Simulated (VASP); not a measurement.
# BaTiO3 (P4mm) in VASP: notebook

The runs below take BaTiO3 through single point, relaxation of cell and atoms, with PBE.

Everything below comes from runs of VASP 6.6.1. Logs are shortened: lines on timing, memory, paths and dates and some standing lists are left out, and cuts for length are marked.

### Step 1. The cell of the first run

The structure is tetragonal, space group P4mm (No. 99). The conventional cell has a = 3.888 Å, b = 3.888 Å, c = 3.897 Å, α = 90.00°, β = 90.00°, γ = 90.00°. Within 3.6 Å of Ba (site symmetry 4mm) lie 12 O at 2.73 to 2.77 Å and 8 Ti at 3.35 to 3.39 Å. Within 2.5 Å of Ti (site symmetry 4mm) lie 6 O at 1.89 to 2.00 Å. Within 2.5 Å of O (site symmetry 4mm) lie 2 Ti at 1.89 to 2.00 Å. O (site symmetry 2mm) has 2 Ti at 1.94 Å within 2.6 Å.

### Step 2. Single point, PBE

INCAR

```
SYSTEM = BaTiO3
PREC = Accurate ; ENCUT = 520
EDIFF = 1E-6 ; ISMEAR = 0
SIGMA = 0.01 ; LREAL = .FALSE.
LASPH = .TRUE. ; NELM = 80
ALGO = Normal ; ISIF = 2
LWAVE = .FALSE. ; LCHARG = .FALSE.
GGA = PE ; NBANDS = 28
```

KPOINTS

```
Automatic mesh
0
G
  4 4 4
  0 0 0
```

POSCAR

```
BaTiO3
1.0
    3.8880344093      0.0000000000      0.0000000000
    0.0000000000      3.8880344093      0.0000000000
    0.0000000000      0.0000000000      3.8971916161
Ba Ti O
1 1 3
Direct
    0.0000000000      0.0000000000      0.0057515103
    0.5000000000      0.5000000000      0.4986446537
    0.5000000000      0.5000000000      0.0130596583
    0.5000000000      0.0000000000      0.5127720888
    0.0000000000      0.5000000000      0.5127720888
```

Potentials or basis: VASP PAW PBE potentials, release 64 (Ba_sv, Ti_sv, O).

Command:

```console
$ cat potpaw_PBE.64/Ba_sv/POTCAR potpaw_PBE.64/Ti_sv/POTCAR potpaw_PBE.64/O/POTCAR > POTCAR
$ mpirun -np 1 vasp_std > vasp.out
```

OUTCAR:

```text
SYSTEM = BaTiO3
   PREC = Accurate
   ENCUT = 520
   EDIFF = 1E-6
   ISMEAR = 0
   LREAL = .FALSE.
   LASPH = .TRUE.
   NELM = 80
   ISIF = 2
   GGA = PE

 ion  position               nearest neighbor table
   1  0.000  0.000  0.006-   4 2.73   5 2.73   5 2.73   4 2.73   3 2.75   3 2.75   3 2.75   3 2.75
                             4 2.77   5 2.77   5 2.77   4 2.77   2 3.35   2 3.35   2 3.35   2 3.35
   2  0.500  0.500  0.499-   3 1.89   4 1.94   5 1.94   4 1.94   5 1.94   3 2.00   1 3.35   1 3.35
                             1 3.35   1 3.35   1 3.39   1 3.39   1 3.39   1 3.39
   3  0.500  0.500  0.013-   2 1.89   2 2.00   1 2.75   1 2.75   1 2.75   1 2.75
   4  0.500  0.000  0.513-   2 1.94   2 1.94   1 2.73   1 2.73   1 2.77   1 2.77
   5  0.000  0.500  0.513-   2 1.94   2 1.94   1 2.73   1 2.73   1 2.77   1 2.77

  LATTYP: Found a simple tetragonal cell.
 ALAT       =     3.8880344093
 C/A-ratio  =     1.0023552278

  Lattice vectors:

 A1 = (   3.8880344093,   0.0000000000,   0.0000000000)
 A2 = (   0.0000000000,   3.8880344093,   0.0000000000)
 A3 = (   0.0000000000,   0.0000000000,   3.8971916161)

Analysis of symmetry for initial positions (statically):
=====================================================================
 Subroutine PRICEL returns:
 Original cell was already a primitive cell.

 Routine SETGRP: Setting up the symmetry group for a
 simple tetragonal supercell.

 Subroutine GETGRP returns: Found  8 space group operations
 (whereof  8 operations were pure point group operations)
 out of a pool of 16 trial point group operations.

The static configuration has the point symmetry C_4v.

Analysis of symmetry for dynamics (positions and initial velocities):
=====================================================================
 Subroutine PRICEL returns:
 Original cell was already a primitive cell.

 Routine SETGRP: Setting up the symmetry group for a
 simple tetragonal supercell.

 Subroutine GETGRP returns: Found  8 space group operations
 (whereof  8 operations were pure point group operations)
 out of a pool of 16 trial point group operations.

The dynamic configuration has the point symmetry C_4v.

 Subroutine INISYM returns: Found  8 space group operations
 (whereof  8 operations are pure point group operations),
 and found     1 'primitive' translations

----------------------------------------------------------------------------------------

                                     Primitive cell

  volume of cell :      58.9131

  direct lattice vectors                    reciprocal lattice vectors
     3.888034409  0.000000000  0.000000000     0.257199370  0.000000000  0.000000000
     0.000000000  3.888034409  0.000000000     0.000000000  0.257199370  0.000000000
     0.000000000  0.000000000  3.897191616     0.000000000  0.000000000  0.256595030

  length of vectors
     3.888034409  3.888034409  3.897191616     0.257199370  0.257199370  0.256595030

  position of ions in fractional coordinates (direct lattice)
     0.000000000  0.000000000  0.005751510
     0.500000000  0.500000000  0.498644654
     0.500000000  0.500000000  0.013059658
     0.500000000  0.000000000  0.512772089
     0.000000000  0.500000000  0.512772089

  ion indices of the primitive-cell ions
   primitive index   ion index
                 1           1
                 2           2
                 3           3
                 4           4
                 5           5

----------------------------------------------------------------------------------------

 KPOINTS: Automatic mesh

Automatic generation of k-mesh.
 Grid dimensions read from file:
 generate k-points for:    4    4    4

 Generating k-lattice:

  Cartesian coordinates                     Fractional coordinates (reciprocal lattice)
     0.064299842  0.000000000  0.000000000     0.250000000  0.000000000  0.000000000
     0.000000000  0.064299842  0.000000000     0.000000000  0.250000000  0.000000000
     0.000000000  0.000000000  0.064148758     0.000000000  0.000000000  0.250000000

  Length of vectors
     0.064299842  0.064299842  0.064148758

  Shift w.r.t. Gamma in fractional coordinates (k-lattice)
     0.000000000  0.000000000  0.000000000

 Subroutine IBZKPT returns following result:
 ===========================================

 Found     18 irreducible k-points:

 Following reciprocal coordinates:
            Coordinates               Weight
  0.000000  0.000000  0.000000      1.000000
  0.250000  0.000000  0.000000      4.000000
  0.500000  0.000000  0.000000      2.000000
  0.250000  0.250000  0.000000      4.000000
  0.500000  0.250000  0.000000      4.000000
  0.500000  0.500000  0.000000      1.000000
[... 10 lines left out ...]
  0.500000  0.250000  0.500000      4.000000
  0.500000  0.500000  0.500000      1.000000
   k-points           NKPTS =     18   k-points in BZ     NKDIM =     18   number of bands    NBANDS=     28
   number of dos      NEDOS =    301   number of ions     NIONS =      5
   total plane-waves  NPLWV =  27000
   dimension x,y,z NGX =    30 NGY =   30 NGZ =   30
   dimension x,y,z NGXF=    60 NGYF=   60 NGZF=   60
   ions per type =               1   1   3
   NGX,Y,Z   is equivalent  to a cutoff of  12.83, 12.83, 12.80 a.u.
   NGXF,Y,Z  is equivalent  to a cutoff of  25.66, 25.66, 25.59 a.u.
 SYSTEM =  BaTiO3
   PREC   = accura    normal or accurate (medium, high low for compatibility)
   ISTART =      0    job   : 0-new  1-cont  2-samecut
   ICHARG =      2    charge: 1-file 2-atom 10-const
   ISPIN  =      1    spin polarized calculation?
   LNONCOLLINEAR =      F non collinear calculations
   LSORBIT =      F    spin-orbit coupling
   LASPH  =      T    aspherical Exc in radial PAW
   ENCUT  =  520.0 eV  38.22 Ry    6.18 a.u.   7.23  7.23  7.25*2*pi/ulx,y,z
   NELM   =     80;   NELMIN=  2; NELMDL= -5     # of ELM steps
   EDIFF  = 0.1E-05   stopping-criterion for ELM
   LREAL  =      F    real-space projection
   EDIFFG = 0.1E-04   stopping-criterion for IOM
   NSW    =      0    number of steps for IOM
   IBRION =     -1    ionic relax: 0-MD 1-quasi-New 2-CG
   NFREE  =      0    steps in history (QN), initial steepest desc. (CG)
   ISIF   =      2    stress and relaxation
   ISYM   =      2    0-nonsym 1-usesym 2-fastsym
   POTIM  = 0.5000    time-step for ionic-motion
   TEBEG  =    0.0;   TEEND  =   0.0 temperature during run
   PSTRESS=    0.0 pullay stress
   NELECT =      40.0000    total number of electrons
   NUPDOWN=      -1.0000    fix difference up-down
   EMIN   =  10.00;   EMAX   =-10.00  energy-range for DOS
   EFERMI =   0.00;   METHOD = LEGACY
   ISMEAR =     0;   SIGMA  =   0.01  broadening in eV -4-tet -1-fermi 0-gaus
   EFERMI_NEDOS =   21; number of points for ismear=-14 and -15
   IALGO  =     38    algorithm
   IMIX   =      4    mixing-type and parameters
     AMIX     =   0.40;   BMIX     =  1.00
     AMIX_MAG =   1.60;   BMIX_MAG =  1.00
  volume/ion in A,a.u.               =      11.78        79.51
  Fermi-wavevector in a.u.,A,eV,Ry     =   1.438879  2.719086 28.169119  2.070372
  Thomas-Fermi vector in A             =   2.557796
   LORBIT       =      0    0 simple, 1 ext, 2 COOP (PROOUT), +10 PAW based schemes
   GGA     = PE    functional components
   LHFCALC =     F    Hartree Fock is set to
   AEXX    =    0.0000 exact exchange contribution
   IVDW    =     0    specifies the selected vdW correction
   LEPSILON=     F    determine dielectric tensor
   LRPA    =     F    only Hartree local field effects (RPA)
 non-spin polarized calculation
 Gauss-broadening in eV      SIGMA  =   0.01
  energy-cutoff  :      520.00
  volume of cell :       58.91
 maximum number of plane-waves:      1622
 NGX is ok and might be reduce to    30
   NGX = 15   NGY = 15   NGZ = 15

 number of electron      40.0000011 magnetization

 Free energy of the ion-electron system (eV)
  ---------------------------------------------------
  ext. energy  EPLUGINS =         0.00000000
  ---------------------------------------------------
  free energy    TOTEN  =       -39.54034941 eV

  energy without entropy =      -39.54034941  energy(sigma->0) =      -39.54034941

 E-fermi :   4.7452     XC(G=0): -11.7121

 val. band max:        4.5298678222   @ k =   0.5000   0.5000   0.5000
 cond. band min:       6.4298826571   @ k =   0.0000   0.0000   0.0000
 fundamental gap:      1.9000148349
 Fermi energy:         4.7451985568

 k-point     1 :       0.0000    0.0000    0.0000
  band No.  band energies     occupation
      1     -51.7545      2.00000
      2     -28.0256      2.00000
      3     -28.0178      2.00000
      4     -28.0178      2.00000
      5     -20.1355      2.00000
      6     -12.5532      2.00000
[... 20 lines left out ...]
     27       9.6857      0.00000
     28      12.8779      0.00000

 k-point     2 :       0.2500    0.0000    0.0000
  band No.  band energies     occupation
      1     -51.7537      2.00000
      2     -28.0587      2.00000
      3     -28.0240      2.00000
      4     -28.0162      2.00000
      5     -20.0417      2.00000
      6     -12.7144      2.00000
[... 20 lines left out ...]
     27      10.9287      0.00000
     28      13.2978      0.00000

 k-point     3 :       0.5000    0.0000    0.0000
  band No.  band energies     occupation
      1     -51.7529      2.00000
      2     -28.0989      2.00000
      3     -28.0224      2.00000
      4     -28.0146      2.00000
      5     -19.9438      2.00000
      6     -12.9726      2.00000
[... 20 lines left out ...]
     27      12.6030      0.00000
     28      13.0682      0.00000

 k-point     4 :       0.2500    0.2500    0.0000
  band No.  band energies     occupation
      1     -51.7529      2.00000
      2     -28.0572      2.00000
      3     -28.0554      2.00000
      4     -28.0224      2.00000
      5     -19.9666      2.00000
      6     -12.6069      2.00000
[... 20 lines left out ...]
     27      12.1033      0.00000
     28      13.7658      0.00000

 k-point     5 :       0.5000    0.2500    0.0000
  band No.  band energies     occupation
      1     -51.7520      2.00000
      2     -28.0958      2.00000
      3     -28.0539      2.00000
      4     -28.0208      2.00000
      5     -19.8886      2.00000
      6     -12.6585      2.00000
[... 20 lines left out ...]
     27      13.6869      0.00000
     28      13.8287      0.00000

 k-point     6 :       0.5000    0.5000    0.0000
  band No.  band energies     occupation
      1     -51.7512      2.00000
      2     -28.0928      2.00000
      3     -28.0928      2.00000
      4     -28.0192      2.00000
      5     -19.8317      2.00000
      6     -12.2842      2.00000
[... 277 lines left out ...]
      5     -19.8342      2.00000
      6     -12.2778      2.00000
[... 20 lines left out ...]
     27      13.1987      0.00000
     28      15.0629      0.00000

 k-point    16 :       0.2500    0.2500    0.5000
  band No.  band energies     occupation
      1     -51.7512      2.00000
      2     -28.0991      2.00000
      3     -28.0526      2.00000
      4     -28.0518      2.00000
      5     -19.8391      2.00000
      6     -12.3278      2.00000
[... 20 lines left out ...]
     27      13.2395      0.00000
     28      13.3348      0.00000

 k-point    17 :       0.5000    0.2500    0.5000
  band No.  band energies     occupation
      1     -51.7504      2.00000
      2     -28.0966      2.00000
      3     -28.0908      2.00000
      4     -28.0504      2.00000
      5     -19.7856      2.00000
      6     -11.9331      2.00000
[... 20 lines left out ...]
     27      13.1092      0.00000
     28      13.3059      0.00000

 k-point    18 :       0.5000    0.5000    0.5000
  band No.  band energies     occupation
      1     -51.7496      2.00000
      2     -28.0944      2.00000
      3     -28.0887      2.00000
      4     -28.0887      2.00000
      5     -19.7360      2.00000
      6     -11.5727      2.00000
[... 20 lines left out ...]
     27      13.1477      0.00000
     28      13.1742      0.00000

------------------------ aborting loop because EDIFF is reached ----------------------------------------

  FORCE on cell =-STRESS in cart. coord.  units (eV):
  Direction    XX          YY          ZZ          XY          YZ          ZX
  --------------------------------------------------------------------------------------
  -------------------------------------------------------------------------------------
  Total        8.2614459      8.2614459      8.2575222      0.0000000      0.0000000      0.0000000
  in kB      224.6749657    224.6749657    224.5682604      0.0000000      0.0000000      0.0000000
  external PRESSURE =     224.6393972 kB  Pullay stress =       0.0000000 kB

 VOLUME and BASIS-vectors are now :
 -----------------------------------------------------------------------------
  energy-cutoff  :      520.00
  volume of cell :       58.91
      direct lattice vectors                 reciprocal lattice vectors
     3.888034409  0.000000000  0.000000000     0.257199370  0.000000000  0.000000000
     0.000000000  3.888034409  0.000000000     0.000000000  0.257199370  0.000000000
     0.000000000  0.000000000  3.897191616     0.000000000  0.000000000  0.256595030

 POSITION                                       TOTAL-FORCE (eV/Angst)
 -----------------------------------------------------------------------------------
      0.00000      0.00000      0.02241         0.000000      0.000000      0.017681
      1.94402      1.94402      1.94331        -0.000000     -0.000000      0.015330
      1.94402      1.94402      0.05090        -0.000000      0.000000     -0.016261
      1.94402      0.00000      1.99837        -0.000000      0.000000     -0.008374
      0.00000      1.94402      1.99837         0.000000     -0.000000     -0.008374
 -----------------------------------------------------------------------------------
    total drift:                                0.000000      0.000000      0.000058

  FREE ENERGIE OF THE ION-ELECTRON SYSTEM (eV)
  ---------------------------------------------------
  free  energy   TOTEN  =       -39.5403494093 eV

  energy  without entropy=      -39.5403494093  energy(sigma->0) =      -39.54034941
```

It took 21 s on 1 thread of AMD EPYC 9R45 (Zen 5), shared host; peak memory 0.15 GiB.

Results:

```
Free energy            : -39.5403 eV
Pressure               : 22.5 GPa
Largest force          : 0.018 eV/Å
Band gap on the k mesh : 1.90 eV, indirect (least direct gap 2.00 eV)
```

Forces on the atoms (eV/Å):
```
Ba   0.000  0.000  0.018
Ti   0.000  0.000  0.015
O    0.000  0.000 -0.016
O    0.000  0.000 -0.008
O    0.000  0.000 -0.008
```

Caveat: spin-orbit coupling is left out, which moves the levels of the heavy elements. A k mesh can miss the band edges.

### Step 3. Single point, PBE

This run uses another cell than the first one, of 12.38 Å³/atom, 1.050 times its volume.

INCAR

```
SYSTEM = BaTiO3
ALGO     = Normal         ! electronic algorithm
EDIFF    = 1E-6           ! SCF threshold, eV
ENCUT    = 520            ! plane-wave cutoff, eV
GGA      = PE             ! functional
ISIF     = 2              ! what is computed and relaxed
ISMEAR   = 0              ! smearing method
LASPH    = .True.         ! aspherical terms in the spheres
LCHARG   = .False.        ! write CHGCAR
LREAL    = .False.        ! projectors in reciprocal space
LWAVE    = .False.        ! write WAVECAR
NBANDS   = 28             ! bands
NELM     = 80             ! most SCF steps
PREC     = Accurate       ! precision mode
SIGMA    = 0.01           ! smearing width, eV
```

KPOINTS

```
k-points
0
Gamma
  4 4 4
  0 0 0
```

POSCAR

```
BaTiO3
1.0
    3.9378244285      0.0000000000      0.0000000000
    0.0000000000      3.9378244285      0.0000000000
    0.0000000000      0.0000000000      3.9909709237
Ba Ti O
1 1 3
Direct
    0.0000000000      0.0000000000      0.0010104509
    0.5000000000      0.5000000000      0.4869027559
    0.5000000000      0.5000000000      0.0220418295
    0.5000000000      0.0000000000      0.5165224818
    0.0000000000      0.5000000000      0.5165224818
```

Potentials or basis: VASP PAW PBE potentials, release 64 (Ba_sv, Ti_sv, O).

Command:

```console
$ cat potpaw_PBE.64/Ba_sv/POTCAR potpaw_PBE.64/Ti_sv/POTCAR potpaw_PBE.64/O/POTCAR > POTCAR
$ mpirun -np 1 vasp_std > vasp.out
```

Wall time 22 s (1 thread of AMD EPYC 9R45 (Zen 5), shared host); peak memory 0.16 GiB.

It converged, with:

```
Free energy            : -39.8545 eV
Pressure               : 12.0 GPa
Largest force          : 0.048 eV/Å
Band gap on the k mesh : 1.85 eV, indirect (least direct gap 2.16 eV)
```

Forces in eV/Å, atoms in the order of the input:
```
Ba   0.000  0.000  0.030
Ti   0.000  0.000  0.047
O    0.000  0.000 -0.048
O    0.000  0.000 -0.014
O    0.000  0.000 -0.014
```

Levels at points of the mesh, in eV from the valence-band top:
| k point | band 17 | band 18 | band 19 | band 20 | band 21 | band 22 | band 23 | band 24 |
| --- | --- | --- | --- | --- | --- | --- | --- | --- |
| (0.00, 0.00, 0.00) | -1.24 | -0.35 | -0.32 | -0.32 | 1.85 | 2.13 | 2.13 | 4.26 |
| (0.50, 0.00, 0.00) | -1.93 | -1.78 | -1.05 | -0.91 | 2.27 | 3.69 | 3.74 | 4.30 |
| (0.50, 0.50, 0.00) | -1.78 | -0.97 | -0.97 | -0.09 | 3.75 | 3.75 | 4.15 | 4.92 |
| (0.00, 0.00, 0.50) | -2.00 | -2.00 | -0.71 | -0.71 | 2.01 | 3.71 | 3.71 | 4.27 |
| (0.50, 0.00, 0.50) | -1.73 | -0.93 | -0.91 | -0.23 | 3.72 | 3.72 | 4.10 | 5.15 |
| (0.50, 0.50, 0.50) | -2.45 | -0.14 | -0.14 | 0.00 | 4.38 | 4.38 | 4.41 | 6.68 |

Caveat: spin-orbit coupling is left out, which moves the levels of the heavy elements.

(Continued in part 2 of 2.)
